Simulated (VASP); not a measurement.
# ZnSe (F-43m) in VASP: a series of runs

The runs below take ZnSe through single point, with PBEsol.

All numbers are computed with VASP 6.6.1; they aren't measurements. Logs are shortened: lines on timing, memory, paths and dates and some standing lists are left out, and cuts for length are marked.

**1. The cell of the first run**

It takes space group F-43m (No. 216, cubic). The conventional cell has a = 5.633 Å, b = 5.633 Å, c = 5.633 Å, α = 90.00°, β = 90.00°, γ = 90.00°. Within 3.2 Å of Zn (site symmetry -43m) lie 4 Se at 2.44 Å. Se (site symmetry -43m) has 4 Zn at 2.44 Å within 3.2 Å.

**2. Single point, PBEsol**

The input, INCAR:

```
PREC = Accurate
ENCUT = 520
EDIFF = 1E-7
ISMEAR = 0
SIGMA = 0.02
LREAL = F
LASPH = T
NELM = 80
ALGO = Normal
ISIF = 2
LWAVE = F
LCHARG = F
GGA = PS
NBANDS = 16
```

The input, KPOINTS:

```
Automatic mesh
0
Gamma
  8 8 8
```

The input, POSCAR:

```
ZnSe
1.0
    0.0000000000      2.8166236977      2.8166236977
    2.8166236977      0.0000000000      2.8166236977
    2.8166236977      2.8166236977      0.0000000000
Zn Se
1 1
Direct
    0.0000000000      0.0000000000      0.0000000000
    0.2500000000      0.2500000000      0.2500000000
```

Potentials or basis: VASP PAW PBE potentials, release 64 (Zn, Se).

Run with:

```bash
> cat potpaw_PBE.64/Zn/POTCAR potpaw_PBE.64/Se/POTCAR > POTCAR
> mpirun -np 1 vasp_std > vasp.out
```

OUTCAR:

```text
PREC = Accurate
   ENCUT = 520
   EDIFF = 1E-7
   ISMEAR = 0
   LREAL = F
   LASPH = T
   NELM = 80
   ISIF = 2
   GGA = PS

 ion  position               nearest neighbor table
   1  0.000  0.000  0.000-   2 2.44   2 2.44   2 2.44   2 2.44
   2  0.250  0.250  0.250-   1 2.44   1 2.44   1 2.44   1 2.44

  LATTYP: Found a face centered cubic cell.
 ALAT       =     5.6332473954

  Lattice vectors:

 A1 = (   0.0000000000,   2.8166236977,   2.8166236977)
 A2 = (   2.8166236977,   0.0000000000,   2.8166236977)
 A3 = (   2.8166236977,   2.8166236977,   0.0000000000)

Analysis of symmetry for initial positions (statically):
=====================================================================
 Subroutine PRICEL returns:
 Original cell was already a primitive cell.

 Routine SETGRP: Setting up the symmetry group for a
 face centered cubic supercell.

 Subroutine GETGRP returns: Found 24 space group operations
 (whereof 24 operations were pure point group operations)
 out of a pool of 48 trial point group operations.

The static configuration has the point symmetry T_d .

Analysis of symmetry for dynamics (positions and initial velocities):
=====================================================================
 Subroutine PRICEL returns:
 Original cell was already a primitive cell.

 Routine SETGRP: Setting up the symmetry group for a
 face centered cubic supercell.

 Subroutine GETGRP returns: Found 24 space group operations
 (whereof 24 operations were pure point group operations)
 out of a pool of 48 trial point group operations.

The dynamic configuration has the point symmetry T_d .

 Subroutine INISYM returns: Found 24 space group operations
 (whereof 24 operations are pure point group operations),
 and found     1 'primitive' translations

----------------------------------------------------------------------------------------

                                     Primitive cell

  volume of cell :      44.6906

  direct lattice vectors                    reciprocal lattice vectors
     0.000000000  2.816623698  2.816623698    -0.177517501  0.177517501  0.177517501
     2.816623698  0.000000000  2.816623698     0.177517501 -0.177517501  0.177517501
     2.816623698  2.816623698  0.000000000     0.177517501  0.177517501 -0.177517501

[... 74 lines left out ...]
   PREC   = accura    normal or accurate (medium, high low for compatibility)
   ISTART =      0    job   : 0-new  1-cont  2-samecut
   ICHARG =      2    charge: 1-file 2-atom 10-const
   ISPIN  =      1    spin polarized calculation?
   LNONCOLLINEAR =      F non collinear calculations
   LSORBIT =      F    spin-orbit coupling
   LASPH  =      T    aspherical Exc in radial PAW
   ENCUT  =  520.0 eV  38.22 Ry    6.18 a.u.   7.41  7.41  7.41*2*pi/ulx,y,z
   NELM   =     80;   NELMIN=  2; NELMDL= -5     # of ELM steps
   EDIFF  = 0.1E-06   stopping-criterion for ELM
   LREAL  =      F    real-space projection
   EDIFFG = 0.1E-05   stopping-criterion for IOM
   NSW    =      0    number of steps for IOM
   IBRION =     -1    ionic relax: 0-MD 1-quasi-New 2-CG
   NFREE  =      0    steps in history (QN), initial steepest desc. (CG)
   ISIF   =      2    stress and relaxation
   ISYM   =      2    0-nonsym 1-usesym 2-fastsym
   POTIM  = 0.5000    time-step for ionic-motion
   TEBEG  =    0.0;   TEEND  =   0.0 temperature during run
   PSTRESS=    0.0 pullay stress
   NELECT =      18.0000    total number of electrons
   NUPDOWN=      -1.0000    fix difference up-down
   EMIN   =  10.00;   EMAX   =-10.00  energy-range for DOS
   EFERMI =   0.00;   METHOD = LEGACY
   ISMEAR =     0;   SIGMA  =   0.02  broadening in eV -4-tet -1-fermi 0-gaus
   EFERMI_NEDOS =   21; number of points for ismear=-14 and -15
   IALGO  =     38    algorithm
   IMIX   =      4    mixing-type and parameters
     AMIX     =   0.40;   BMIX     =  1.00
     AMIX_MAG =   1.60;   BMIX_MAG =  1.00
  volume/ion in A,a.u.               =      22.35       150.79
  Fermi-wavevector in a.u.,A,eV,Ry     =   1.209001  2.284682 19.887427  1.461685
  Thomas-Fermi vector in A             =   2.344592
   LORBIT       =      0    0 simple, 1 ext, 2 COOP (PROOUT), +10 PAW based schemes
   GGA     = PS    functional components
   LHFCALC =     F    Hartree Fock is set to
   AEXX    =    0.0000 exact exchange contribution
   IVDW    =     0    specifies the selected vdW correction
   LEPSILON=     F    determine dielectric tensor
   LRPA    =     F    only Hartree local field effects (RPA)
 non-spin polarized calculation
 Gauss-broadening in eV      SIGMA  =   0.02
  energy-cutoff  :      520.00
  volume of cell :       44.69
 maximum number of plane-waves:      1243
 NGX is ok and might be reduce to    30
   NGX = 15   NGY = 15   NGZ = 15

 number of electron      17.9999998 magnetization

 Free energy of the ion-electron system (eV)
  ---------------------------------------------------
  ext. energy  EPLUGINS =         0.00000000
  ---------------------------------------------------
  free energy    TOTEN  =        -6.77313736 eV

  energy without entropy =       -6.77313736  energy(sigma->0) =       -6.77313736

 E-fermi :   1.7765     XC(G=0):  -9.6093

 val. band max:        1.6461402011   @ k =   0.0000   0.0000   0.0000
 cond. band min:       2.8895286765   @ k =   0.0000   0.0000   0.0000
 fundamental gap:      1.2433884754
 Fermi energy:         1.7764670344

 k-point     1 :       0.0000    0.0000    0.0000
  band No.  band energies     occupation
      1     -11.7592      2.00000
      2      -4.9791      2.00000
      3      -4.9791      2.00000
      4      -4.9791      2.00000
      5      -4.5907      2.00000
      6      -4.5907      2.00000
[... 433 lines left out ...]
      3      -4.8326      2.00000
      4      -4.6274      2.00000
      5      -4.5839      2.00000
      6      -4.3727      2.00000
[... 8 lines left out ...]
     15      14.3334      0.00000
     16      15.1859      0.00000

 [... further k-points ...]
[... 5 lines left out ...]
  --------------------------------------------------------------------------------------
  -------------------------------------------------------------------------------------
  Total        0.0789736      0.0789736      0.0789736      0.0000000      0.0000000      0.0000000
  in kB        2.8312348      2.8312348      2.8312348      0.0000000      0.0000000      0.0000000
  external PRESSURE =       2.8312348 kB  Pullay stress =       0.0000000 kB

 VOLUME and BASIS-vectors are now :
 -----------------------------------------------------------------------------
  energy-cutoff  :      520.00
  volume of cell :       44.69
      direct lattice vectors                 reciprocal lattice vectors
     0.000000000  2.816623698  2.816623698    -0.177517501  0.177517501  0.177517501
     2.816623698  0.000000000  2.816623698     0.177517501 -0.177517501  0.177517501
     2.816623698  2.816623698  0.000000000     0.177517501  0.177517501 -0.177517501

 POSITION                                       TOTAL-FORCE (eV/Angst)
 -----------------------------------------------------------------------------------
      0.00000      0.00000      0.00000         0.000000     -0.000000     -0.000000
      1.40831      1.40831      1.40831        -0.000000      0.000000      0.000000
 -----------------------------------------------------------------------------------
    total drift:                                0.000000      0.000000      0.000001

  FREE ENERGIE OF THE ION-ELECTRON SYSTEM (eV)
  ---------------------------------------------------
  free  energy   TOTEN  =        -6.7731373635 eV

  energy  without entropy=       -6.7731373635  energy(sigma->0) =       -6.77313736
```

OSZICAR:

```text
N       E                     dE             d eps       ncg     rms          rms(c)
DAV:   1     0.858264757407E+02    0.85826E+02   -0.87708E+03   928   0.128E+03
DAV:   2    -0.161074344098E+01   -0.87437E+02   -0.82637E+02  1040   0.252E+02
DAV:   3    -0.703529540675E+01   -0.54246E+01   -0.54040E+01  1136   0.612E+01
DAV:   4    -0.707800440497E+01   -0.42709E-01   -0.42704E-01  1160   0.574E+00
DAV:   5    -0.707820730397E+01   -0.20290E-03   -0.20290E-03  1144   0.362E-01    0.483E+00
DAV:   6    -0.679546305260E+01    0.28274E+00   -0.63038E-01  1240   0.274E+01    0.375E+00
DAV:   7    -0.677596499089E+01    0.19498E-01   -0.16621E-01  1064   0.385E+00    0.163E+00
DAV:   8    -0.677329654928E+01    0.26684E-02   -0.40015E-03  1288   0.679E-01    0.430E-01
DAV:   9    -0.677309276123E+01    0.20379E-03   -0.84700E-04  1064   0.305E-01    0.642E-02
DAV:  10    -0.677314853570E+01   -0.55774E-04   -0.20954E-04  1256   0.174E-01    0.216E-02
DAV:  11    -0.677313700559E+01    0.11530E-04   -0.35880E-05  1240   0.830E-02    0.434E-03
DAV:  12    -0.677313726973E+01   -0.26414E-06   -0.57021E-06  1184   0.161E-02    0.235E-03
DAV:  13    -0.677313736352E+01   -0.93792E-07   -0.19995E-07  1136   0.319E-03
   1 F= -.67731374E+01 E0= -.67731374E+01  d E =-.239293E-22
```

stdout:

```text
POSCAR found type information on POSCAR ZnSe
 POSCAR found :  2 types and       2 ions
 scaLAPACK will be used
 -----------------------------------------------------------------------------
|                                                                             |
|                                                                             |
|     You enforced a specific xc type in the INCAR file but a different       |
|     I HOPE YOU KNOW WHAT YOU ARE DOING!                                     |
|                                                                             |
 -----------------------------------------------------------------------------

 LDA part: xc-table for (Slater+PW92), standard interpolation
 POSCAR, INCAR and KPOINTS ok, starting setup
 FFT: planning ... GRIDC
 FFT: planning ... GRID_SOFT
 FFT: planning ... GRID
 WAVECAR not read
 entering main loop
```

It took 42 s on 1 thread of AMD EPYC 7R13, shared host; peak memory 0.18 GiB.

Results:

- Free energy: -6.7731 eV
- Pressure: 0.3 GPa
- Band gap on the k mesh: 1.24 eV, direct

Caveat: the PAW data sets were made with another functional, which shifts forces and pressure a little. As with any semilocal functional, this PBEsol gap is likely too small.

**3. Single point, PBEsol**

The input, INCAR:

```
ALGO = Normal ; EDIFF = 1E-6
ENCUT = 500 ; GGA = PS
GGA_COMPAT = False ; ISIF = 2
ISMEAR = -5 ; LASPH = True
LCHARG = False ; LREAL = False
LWAVE = False ; NBANDS = 16
NELM = 120 ; PREC = Accurate
SIGMA = 0.02
```

The input, KPOINTS:

```
k-points
0
Gamma
  8 8 8
```

POSCAR is that of step 2.

Potentials or basis: VASP PAW PBE potentials, release 64 (Zn, Se).

Run with:

```bash
> cat potpaw_PBE.64/Zn/POTCAR potpaw_PBE.64/Se/POTCAR > POTCAR
> mpirun -np 1 vasp_std > vasp.out
```

OUTCAR:

```text
EDIFF = 1E-6
   ENCUT = 500
   GGA = PS
   ISIF = 2
   ISMEAR = -5
   LASPH = True
   LREAL = False
   NELM = 120
   PREC = Accurate

 ion  position               nearest neighbor table
   1  0.000  0.000  0.000-   2 2.44   2 2.44   2 2.44   2 2.44
   2  0.250  0.250  0.250-   1 2.44   1 2.44   1 2.44   1 2.44

  LATTYP: Found a face centered cubic cell.
 ALAT       =     5.6332473954

  Lattice vectors:

 A1 = (   0.0000000000,   2.8166236977,   2.8166236977)
 A2 = (   2.8166236977,   0.0000000000,   2.8166236977)
 A3 = (   2.8166236977,   2.8166236977,   0.0000000000)

Analysis of symmetry for initial positions (statically):
=====================================================================
 Subroutine PRICEL returns:
 Original cell was already a primitive cell.

 Routine SETGRP: Setting up the symmetry group for a
 face centered cubic supercell.

 Subroutine GETGRP returns: Found 24 space group operations
 (whereof 24 operations were pure point group operations)
 out of a pool of 48 trial point group operations.

[... 157 lines left out ...]
 Free energy of the ion-electron system (eV)
  ---------------------------------------------------
  ext. energy  EPLUGINS =         0.00000000
  ---------------------------------------------------
  free energy    TOTEN  =        -6.77302388 eV

  energy without entropy =       -6.77302388  energy(sigma->0) =       -6.77302388

 E-fermi :   1.6700     XC(G=0):  -9.6095

 val. band max:        1.6460261057   @ k =   0.0000   0.0000   0.0000
 cond. band min:       2.8893536528   @ k =   0.0000   0.0000   0.0000
 fundamental gap:      1.2433275471
 Fermi energy:         1.6700375755

 k-point     1 :       0.0000    0.0000    0.0000
  band No.  band energies     occupation
      1     -11.7594      2.00000
      2      -4.9791      2.00000
      3      -4.9791      2.00000
      4      -4.9791      2.00000
      5      -4.5907      2.00000
      6      -4.5907      2.00000
[... 433 lines left out ...]
      3      -4.8326      2.00000
      4      -4.6275      2.00000
      5      -4.5839      2.00000
      6      -4.3727      2.00000
[... 8 lines left out ...]
     15      14.3333      0.00000
     16      15.1858      0.00000

 [... further k-points ...]
[... 5 lines left out ...]
  --------------------------------------------------------------------------------------
  -------------------------------------------------------------------------------------
  Total        0.0754846      0.0754846      0.0754846      0.0000000     -0.0000000      0.0000000
  in kB        2.7061531      2.7061531      2.7061531      0.0000000     -0.0000000      0.0000000
  external PRESSURE =       2.7061531 kB  Pullay stress =       0.0000000 kB

 VOLUME and BASIS-vectors are now :
 -----------------------------------------------------------------------------
  energy-cutoff  :      500.00
  volume of cell :       44.69
      direct lattice vectors                 reciprocal lattice vectors
     0.000000000  2.816623698  2.816623698    -0.177517501  0.177517501  0.177517501
     2.816623698  0.000000000  2.816623698     0.177517501 -0.177517501  0.177517501
     2.816623698  2.816623698  0.000000000     0.177517501  0.177517501 -0.177517501

 POSITION                                       TOTAL-FORCE (eV/Angst)
 -----------------------------------------------------------------------------------
      0.00000      0.00000      0.00000         0.000000      0.000000      0.000000
      1.40831      1.40831      1.40831        -0.000000     -0.000000     -0.000000
 -----------------------------------------------------------------------------------
    total drift:                               -0.000000     -0.000000      0.000000

  FREE ENERGIE OF THE ION-ELECTRON SYSTEM (eV)
  ---------------------------------------------------
  free  energy   TOTEN  =        -6.7730238795 eV

  energy  without entropy=       -6.7730238795  energy(sigma->0) =       -6.77302388
```

Run time: 36 s. Hardware: 1 thread of Intel Xeon 8259CL, shared host; peak memory 0.18 GiB.

Results:

```yaml
Free_energy: -6.7730 eV
Pressure: 0.3 GPa
Band_gap_on_the_k_mesh: 1.24 eV, direct
```

Caveat: the PAW data sets were made with another functional, which shifts forces and pressure a little.
